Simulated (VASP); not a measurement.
# ZnO (P6_3mc) in VASP: a series of runs

ZnO is run at these levels: r2SCAN; tasks: single point.

Everything below comes from runs of VASP 6.6.1. Logs are shortened: lines on timing, memory, paths and dates and some standing lists are left out, and cuts for length are marked.

## Step 1: The cell of the first run

It takes space group P6_3mc (No. 186, hexagonal). Conventional cell: a = 3.235 Å, b = 3.235 Å, c = 5.212 Å, α = 90.00°, β = 90.00°, γ = 120.00°. Within 2.6 Å of Zn (site symmetry 3m) lie 4 O at 1.97 to 1.98 Å. Within 2.6 Å of O (site symmetry 3m) lie 4 Zn at 1.97 to 1.98 Å.

## Step 2: Single point, r2SCAN

Input file POSCAR:

```
ZnO
1.0
    3.2348692153      0.0000000000      0.0000000000
   -1.6174346076      2.8014789184      0.0000000000
    0.0000000000      0.0000000000      5.2123115382
Zn O
2 2
Direct
    0.6666666667      0.3333333333      0.5004294475
    0.3333333333      0.6666666667      0.0004294475
    0.6666666667      0.3333333333      0.8798805525
    0.3333333333      0.6666666667      0.3798805525
```

Input file INCAR.step1:

```
PREC     = Accurate       # precision mode
ENCUT    = 520            # plane-wave cutoff, eV
ISMEAR   = 0              # smearing method
SIGMA    = 0.02           # smearing width, eV
LREAL    = F              # projectors in reciprocal space
LASPH    = T              # aspherical terms in the spheres
NELM     = 80             # most SCF steps
NBANDS   = 26             # bands
GGA      = PE             # functional
ALGO     = Normal         # electronic algorithm
EDIFF    = 1E-4           # SCF threshold, eV
LWAVE    = T              # write WAVECAR
LCHARG   = F              # write CHGCAR
```

Input file INCAR.step2:

```
PREC     = Accurate       # precision mode
ENCUT    = 520            # plane-wave cutoff, eV
EDIFF    = 1E-6           # SCF threshold, eV
ISMEAR   = 0              # smearing method
SIGMA    = 0.02           # smearing width, eV
LREAL    = F              # projectors in reciprocal space
LASPH    = T              # aspherical terms in the spheres
NELM     = 80             # most SCF steps
ALGO     = Normal         # electronic algorithm
ISIF     = 2              # what is computed and relaxed
LWAVE    = F              # write WAVECAR
LCHARG   = F              # write CHGCAR
METAGGA  = R2SCAN         # meta-GGA
LMIXTAU  = T            
NBANDS   = 26             # bands
ISTART   = 1
```

Input file KPOINTS:

```
Automatic mesh
0
Gamma
  12 12 6
```

Potentials or basis: VASP PAW PBE potentials, release 64 (Zn, O).

On the command line:

```sh
cat potpaw_PBE.64/Zn/POTCAR potpaw_PBE.64/O/POTCAR > POTCAR
cp INCAR.step1 INCAR
mpirun -np 1 vasp_std > vasp.out
cp INCAR.step2 INCAR
mpirun -np 1 vasp_std > vasp.out
```

OUTCAR:

```text
PREC = Accurate
   ENCUT = 520
   EDIFF = 1E-6
   ISMEAR = 0
   LREAL = F
   LASPH = T
   NELM = 80
   ISIF = 2
   METAGGA = R2SCAN
   ISTART = 1

 ion  position               nearest neighbor table
   1  0.667  0.333  0.500-   4 1.97   4 1.97   4 1.97   3 1.98
   2  0.333  0.667  0.000-   3 1.97   3 1.97   3 1.97   4 1.98
   3  0.667  0.333  0.880-   2 1.97   2 1.97   2 1.97   1 1.98
   4  0.333  0.667  0.380-   1 1.97   1 1.97   1 1.97   2 1.98

  LATTYP: Found a hexagonal cell.
 ALAT       =     3.2348692153
 C/A-ratio  =     1.6112897281

  Lattice vectors:

 A1 = (   3.2348692153,   0.0000000000,   0.0000000000)
 A2 = (  -1.6174346076,   2.8014789184,   0.0000000000)
 A3 = (   0.0000000000,   0.0000000000,   5.2123115382)

Analysis of symmetry for initial positions (statically):
=====================================================================
 Subroutine PRICEL returns:
 Original cell was already a primitive cell.

 Routine SETGRP: Setting up the symmetry group for a
 hexagonal supercell.

 Subroutine GETGRP returns: Found 12 space group operations
 (whereof  6 operations were pure point group operations)
 out of a pool of 24 trial point group operations.

The static configuration has the point symmetry C_3v.
 The point group associated with its full space group is C_6v.

Analysis of symmetry for dynamics (positions and initial velocities):
=====================================================================
 Subroutine PRICEL returns:
 Original cell was already a primitive cell.

 Routine SETGRP: Setting up the symmetry group for a
 hexagonal supercell.

 Subroutine GETGRP returns: Found 12 space group operations
 (whereof  6 operations were pure point group operations)
 out of a pool of 24 trial point group operations.

The dynamic configuration has the point symmetry C_3v.
 The point group associated with its full space group is C_6v.

 Subroutine INISYM returns: Found 12 space group operations
 (whereof  6 operations are pure point group operations),
 and found     1 'primitive' translations

----------------------------------------------------------------------------------------

                                     Primitive cell

  volume of cell :      47.2361

  direct lattice vectors                    reciprocal lattice vectors
     3.234869215  0.000000000  0.000000000     0.309131508  0.178477160  0.000000000
    -1.617434608  2.801478918  0.000000000     0.000000000  0.356954319  0.000000000
     0.000000000  0.000000000  5.212311538     0.000000000  0.000000000  0.191853459

  length of vectors
     3.234869215  3.234869215  5.212311538     0.356954319  0.356954319  0.191853459

  position of ions in fractional coordinates (direct lattice)
     0.666666667  0.333333333  0.500429447
     0.333333333  0.666666667  0.000429447
     0.666666667  0.333333333  0.879880552
     0.333333333  0.666666667  0.379880552

  ion indices of the primitive-cell ions
   primitive index   ion index
                 1           1
                 2           2
                 3           3
                 4           4

----------------------------------------------------------------------------------------

 KPOINTS: Automatic mesh

Automatic generation of k-mesh.
 Grid dimensions read from file:
 generate k-points for:   12   12    6

 Generating k-lattice:

  Cartesian coordinates                     Fractional coordinates (reciprocal lattice)
     0.025760959  0.014873097  0.000000000     0.083333333 -0.000000000  0.000000000
     0.000000000  0.029746193  0.000000000     0.000000000  0.083333333  0.000000000
     0.000000000  0.000000000  0.031975577     0.000000000  0.000000000  0.166666667

  Length of vectors
     0.029746193  0.029746193  0.031975577

  Shift w.r.t. Gamma in fractional coordinates (k-lattice)
     0.000000000  0.000000000  0.000000000

 Subroutine IBZKPT returns following result:
 ===========================================

 Found     76 irreducible k-points:

 Following reciprocal coordinates:
            Coordinates               Weight
  0.000000  0.000000  0.000000      1.000000
  0.083333  0.000000  0.000000      6.000000
  0.166667  0.000000  0.000000      6.000000
  0.250000  0.000000  0.000000      6.000000
  0.333333 -0.000000  0.000000      6.000000
  0.416667 -0.000000  0.000000      6.000000
[... 16 lines left out ...]
  0.250000  0.000000  0.166667     12.000000
  0.333333 -0.000000  0.166667     12.000000
 [... further k-points ...]
   k-points           NKPTS =     76   k-points in BZ     NKDIM =     76   number of bands    NBANDS=     26
   number of dos      NEDOS =    301   number of ions     NIONS =      4
   total plane-waves  NPLWV =  23040
   dimension x,y,z NGX =    24 NGY =   24 NGZ =   40
   dimension x,y,z NGXF=    48 NGYF=   48 NGZF=   80
   ions per type =               2   2
   NGX,Y,Z   is equivalent  to a cutoff of  12.33, 12.33, 12.76 a.u.
   NGXF,Y,Z  is equivalent  to a cutoff of  24.67, 24.67, 25.52 a.u.
 SYSTEM =  unknown system
   PREC   = accura    normal or accurate (medium, high low for compatibility)
   ISTART =      1    job   : 0-new  1-cont  2-samecut
   ICHARG =      0    charge: 1-file 2-atom 10-const
   ISPIN  =      1    spin polarized calculation?
   LNONCOLLINEAR =      F non collinear calculations
   LSORBIT =      F    spin-orbit coupling
   LASPH  =      T    aspherical Exc in radial PAW
   ENCUT  =  520.0 eV  38.22 Ry    6.18 a.u.   6.01  6.01  9.69*2*pi/ulx,y,z
   NELM   =     80;   NELMIN=  2; NELMDL=  0     # of ELM steps
   EDIFF  = 0.1E-05   stopping-criterion for ELM
   LREAL  =      F    real-space projection
   EDIFFG = 0.1E-04   stopping-criterion for IOM
   NSW    =      0    number of steps for IOM
   IBRION =     -1    ionic relax: 0-MD 1-quasi-New 2-CG
   NFREE  =      0    steps in history (QN), initial steepest desc. (CG)
   ISIF   =      2    stress and relaxation
   ISYM   =      2    0-nonsym 1-usesym 2-fastsym
   POTIM  = 0.5000    time-step for ionic-motion
   TEBEG  =    0.0;   TEEND  =   0.0 temperature during run
   PSTRESS=    0.0 pullay stress
   NELECT =      36.0000    total number of electrons
   NUPDOWN=      -1.0000    fix difference up-down
   EMIN   =  10.00;   EMAX   =-10.00  energy-range for DOS
   EFERMI =   0.00;   METHOD = LEGACY
   ISMEAR =     0;   SIGMA  =   0.02  broadening in eV -4-tet -1-fermi 0-gaus
   EFERMI_NEDOS =   21; number of points for ismear=-14 and -15
   IALGO  =     38    algorithm
   IMIX   =      4    mixing-type and parameters
     AMIX     =   0.40;   BMIX     =  1.00
     AMIX_MAG =   1.60;   BMIX_MAG =  1.00
  volume/ion in A,a.u.               =      11.81        79.69
  Fermi-wavevector in a.u.,A,eV,Ry     =   1.495378  2.825854 30.424721  2.236154
  Thomas-Fermi vector in A             =   2.607530
   LORBIT       =      0    0 simple, 1 ext, 2 COOP (PROOUT), +10 PAW based schemes
   METAGGA = R2SCAN    functional components
   LHFCALC =     F    Hartree Fock is set to
   AEXX    =    0.0000 exact exchange contribution
   IVDW    =     0    specifies the selected vdW correction
   LEPSILON=     F    determine dielectric tensor
   LRPA    =     F    only Hartree local field effects (RPA)
 non-spin polarized calculation
 Gauss-broadening in eV      SIGMA  =   0.02
  energy-cutoff  :      520.00
  volume of cell :       47.24
 maximum number of plane-waves:      1292
   NGX = 13   NGY = 13   NGZ = 19

 number of electron      36.0000016 magnetization

 Free energy of the ion-electron system (eV)
  ---------------------------------------------------
  ext. energy  EPLUGINS =         0.00000000
  ---------------------------------------------------
  free energy    TOTEN  =       -36.31714647 eV

  energy without entropy =      -36.31714647  energy(sigma->0) =      -36.31714647

 E-fermi :   1.0290     XC(G=0): -11.7066

 val. band max:        0.9189393561   @ k =   0.0000   0.0000   0.0000
 cond. band min:       2.1535226742   @ k =   0.0000   0.0000   0.0000
 fundamental gap:      1.2345833181
 Fermi energy:         1.0290279901

 k-point     1 :       0.0000    0.0000    0.0000
  band No.  band energies     occupation
      1     -18.2269      2.00000
      2     -17.5311      2.00000
      3      -4.9388      2.00000
      4      -4.9388      2.00000
      5      -4.8849      2.00000
      6      -4.8380      2.00000
[... 18 lines left out ...]
     25      16.0409      0.00000
     26      16.0411      0.00000

 k-point     2 :       0.0833    0.0000    0.0000
  band No.  band energies     occupation
      1     -18.1898      2.00000
      2     -17.5145      2.00000
      3      -4.9827      2.00000
      4      -4.9152      2.00000
      5      -4.8585      2.00000
      6      -4.7914      2.00000
[... 18 lines left out ...]
     25      15.9787      0.00000
     26      16.1418      0.00000

 k-point     3 :       0.1667    0.0000    0.0000
  band No.  band energies     occupation
      1     -18.0852      2.00000
      2     -17.4701      2.00000
      3      -5.0832      2.00000
      4      -4.8527      2.00000
      5      -4.8211      2.00000
      6      -4.7457      2.00000
[... 18 lines left out ...]
     25      15.8385      0.00000
     26      16.2278      0.00000

 k-point     4 :       0.2500    0.0000    0.0000
  band No.  band energies     occupation
      1     -17.9335      2.00000
      2     -17.4140      2.00000
      3      -5.1837      2.00000
      4      -4.8381      2.00000
      5      -4.7745      2.00000
      6      -4.6461      2.00000
[... 18 lines left out ...]
     25      15.1827      0.00000
     26      16.0391      0.00000

 k-point     5 :       0.3333   -0.0000    0.0000
  band No.  band energies     occupation
      1     -17.7669      2.00000
      2     -17.3683      2.00000
      3      -5.2277      2.00000
      4      -4.8705      2.00000
      5      -4.7087      2.00000
      6      -4.5034      2.00000
[... 18 lines left out ...]
     25      15.1851      0.00000
     26      15.9635      0.00000

 k-point     6 :       0.4167   -0.0000    0.0000
  band No.  band energies     occupation
      1     -17.6263      2.00000
      2     -17.3500      2.00000
      3      -5.1953      2.00000
      4      -4.9077      2.00000
      5      -4.6701      2.00000
      6      -4.3535      2.00000
[... 427 lines left out ...]
 k-point    21 :       0.0833    0.0000    0.1667
  band No.  band energies     occupation
      1     -18.1465      2.00000
      2     -17.5615      2.00000
      3      -5.0069      2.00000
      4      -4.9325      2.00000
      5      -4.9064      2.00000
      6      -4.8718      2.00000
[... 18 lines left out ...]
     25      15.3055      0.00000
     26      15.8979      0.00000

 k-point    22 :       0.1667    0.0000    0.1667
  band No.  band energies     occupation
      1     -18.0452      2.00000
      2     -17.5123      2.00000
      3      -5.1123      2.00000
      4      -4.9174      2.00000
      5      -4.8417      2.00000
      6      -4.7848      2.00000
[... 18 lines left out ...]
     25      14.9896      0.00000
     26      15.9884      0.00000

 k-point    23 :       0.2500    0.0000    0.1667
  band No.  band energies     occupation
      1     -17.8989      2.00000
      2     -17.4489      2.00000
      3      -5.2125      2.00000
      4      -4.9359      2.00000
      5      -4.7592      2.00000
      6      -4.6693      2.00000
[... 18 lines left out ...]
     25      15.1789      0.00000
     26      15.9035      0.00000

 k-point    24 :       0.3333   -0.0000    0.1667
  band No.  band energies     occupation
      1     -17.7392      2.00000
      2     -17.3939      2.00000
      3      -5.2592      2.00000
      4      -4.9673      2.00000
      5      -4.6874      2.00000
      6      -4.5294      2.00000
[... 18 lines left out ...]
     25      15.2079      0.00000
     26      15.8864      0.00000

 [... further k-points ...]

------------------------ aborting loop because EDIFF is reached ----------------------------------------

  FORCE on cell =-STRESS in cart. coord.  units (eV):
  Direction    XX          YY          ZZ          XY          YZ          ZX
  --------------------------------------------------------------------------------------
  -------------------------------------------------------------------------------------
  Total        0.2849995      0.2849995      0.3209411      0.0000000     -0.0000000      0.0000000
  in kB        9.6667454      9.6667454     10.8858290      0.0000000     -0.0000000      0.0000000
  external PRESSURE =      10.0731066 kB  Pullay stress =       0.0000000 kB

 VOLUME and BASIS-vectors are now :
 -----------------------------------------------------------------------------
  energy-cutoff  :      520.00
  volume of cell :       47.24
      direct lattice vectors                 reciprocal lattice vectors
     3.234869215  0.000000000  0.000000000     0.309131508  0.178477160  0.000000000
    -1.617434608  2.801478918  0.000000000     0.000000000  0.356954319  0.000000000
     0.000000000  0.000000000  5.212311538     0.000000000  0.000000000  0.191853459

 POSITION                                       TOTAL-FORCE (eV/Angst)
 -----------------------------------------------------------------------------------
      1.61743      0.93383      2.60839         0.000000      0.000000     -0.015416
     -0.00000      1.86765      0.00224        -0.000000     -0.000000     -0.015416
      1.61743      0.93383      4.58621        -0.000000      0.000000      0.015416
     -0.00000      1.86765      1.98006        -0.000000     -0.000000      0.015416
 -----------------------------------------------------------------------------------
    total drift:                                0.000000      0.000001     -0.087291

  FREE ENERGIE OF THE ION-ELECTRON SYSTEM (eV)
  ---------------------------------------------------
  free  energy   TOTEN  =       -36.3171464673 eV

  energy  without entropy=      -36.3171464673  energy(sigma->0) =      -36.31714647
```

Run time: 5.3 min. Hardware: 1 thread of Intel Xeon 8259CL, shared host; peak memory 0.22 GiB.

What came out:

```yaml
Free_energy: -36.3171 eV
Pressure: 1.0 GPa
Largest_force: 0.015 eV/Å
Band_gap_on_the_k_mesh: 1.23 eV
```

Forces on the atoms (eV/Å):
```
Zn   0.000  0.000 -0.015
Zn   0.000  0.000 -0.015
O    0.000  0.000  0.015
O    0.000  0.000  0.015
```

Stress tensor (GPa, compression positive):
```
0.97 0.00 0.00
0.00 0.97 0.00
0.00 0.00 1.09
```

Levels at points of the mesh, in eV from the valence-band top:
| k point | band 15 | band 16 | band 17 | band 18 | band 19 | band 20 | band 21 | band 22 |
| --- | --- | --- | --- | --- | --- | --- | --- | --- |
| (0.00, 0.00, 0.00) | -0.82 | -0.09 | 0.00 | 0.00 | 1.23 | 5.88 | 8.83 | 13.73 |
| (0.50, 0.00, 0.00) | -2.87 | -2.34 | -1.31 | -0.87 | 6.43 | 7.36 | 8.08 | 9.32 |
| (0.00, 0.00, 0.50) | -0.40 | -0.40 | -0.40 | -0.40 | 3.94 | 3.94 | 10.83 | 10.83 |
| (0.50, 0.00, 0.50) | -1.55 | -1.55 | -1.41 | -1.41 | 6.25 | 6.25 | 9.18 | 9.18 |

Caveat: the PAW data sets were made with another functional, which shifts forces and pressure a little.

## Step 3: Single point, r2SCAN (uniaxial strain along c: +2.0 %, then relaxed in part)

Input file POSCAR:

```
ZnO
1.0
    3.2137435726      0.0000000000      0.0000000000
   -1.6068717863      2.7831835751      0.0000000000
    0.0000000000      0.0000000000      5.3165577690
Zn O
2 2
Direct
    0.6666666667      0.3333333333      0.5036314936
    0.3333333333      0.6666666667      0.0036314936
    0.6666666672      0.3333333328      0.8766785064
    0.3333333328      0.6666666672      0.3766785064
```

Input file INCAR.step1:

```
  PREC = Accurate
  ENCUT = 520
  ISMEAR = 0
  SIGMA = 0.02
  LREAL = F
  LASPH = T
  NELM = 60
  NBANDS = 26
  GGA = PE
  ALGO = Normal
  EDIFF = 1E-4
  LWAVE = T
  LCHARG = F
```

Input file INCAR.step2:

```
  PREC = Accurate
  ENCUT = 520
  EDIFF = 1E-7
  ISMEAR = 0
  SIGMA = 0.02
  LREAL = F
  LASPH = T
  NELM = 60
  ALGO = Normal
  ISIF = 2
  LWAVE = F
  LCHARG = T
  METAGGA = R2SCAN
  LMIXTAU = T
  LELF = T
  LVHAR = T
  NBANDS = 26
  ISTART = 1
```

KPOINTS is that of step 2.

Potentials or basis: VASP PAW PBE potentials, release 64 (Zn, O).

On the command line:

```sh
cat potpaw_PBE.64/Zn/POTCAR potpaw_PBE.64/O/POTCAR > POTCAR
cp INCAR.step1 INCAR
mpirun -np 1 vasp_std > vasp.out
cp INCAR.step2 INCAR
mpirun -np 1 vasp_std > vasp.out
```

Wall time 6.5 min (1 thread of Intel Xeon 8259CL, shared host); peak memory 0.22 GiB.

It converged, with:

| Property | Result |
| --- | --- |
| Free energy | -36.3103 eV |
| Pressure | 0.0 GPa |
| Largest force | 0.011 eV/Å |
| Band gap on the k mesh | 1.19 eV |

Forces on the atoms (eV/Å):
```
Zn   0.000  0.000  0.011
Zn   0.000  0.000  0.011
O    0.000  0.000 -0.011
O    0.000  0.000 -0.011
```

Stress tensor (GPa, compression positive):
```
 0.96  0.00  0.00
 0.00  0.96  0.00
 0.00  0.00 -2.04
```

Levels at points of the mesh, in eV from the valence-band top:
```csv
k point,band 15,band 16,band 17,band 18,band 19,band 20,band 21,band 22
"(0.00, 0.00, 0.00)",-0.80,-0.11,0.00,0.00,1.19,5.96,8.58,13.95
"(0.50, 0.00, 0.00)",-2.88,-2.26,-1.37,-0.82,6.41,7.37,7.85,9.41
"(0.00, 0.00, 0.50)",-0.40,-0.40,-0.40,-0.40,3.88,3.88,10.65,10.65
"(0.50, 0.00, 0.50)",-1.51,-1.51,-1.49,-1.49,6.17,6.17,9.14,9.14
```

Caveat: the cell differs from its parent crystal (uniaxial strain along c: +2.0 %, then relaxed in part); the PAW data sets were made with another functional, which shifts forces and pressure a little.

[end of part 1 of 2]
